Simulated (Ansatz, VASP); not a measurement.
## One calculation of BP, two programs

```
B P
1.0
     0.00000    2.26832    2.26832
     2.26832    0.00000    2.26832
     2.26832    2.26832    0.00000
B P
1 1
Direct
  0.00000 0.00000 0.00000
  0.25000 0.25000 0.25000
```

Alike in both runs: task single point; functional HSE06; k mesh 4 × 4 × 4; occupations fermi-dirac, width 0.5 eV; no spin polarisation.

|  | VASP | Ansatz |
| --- | --- | --- |
| version | VASP 6.6.1 | Ansatz 0.2.0 |
| potentials or method | VASP PAW PBE potentials, release 64 (B, P) | plane waves |
| plane-wave cutoff (eV) | 520 | 420 |
| valence electrons in the cell | 8 | 8 |

```csv
,VASP,Ansatz,Ansatz less VASP
pressure (GPa),-1.0,-0.4,+0.59
```

The functional is the same, so the differences come from potentials, cutoffs and numerics. Ansatz's warnings: stress exchange threshold loose, stress scf threshold loose.

The k mesh is coarse, so the values compare programs but aren't converged.
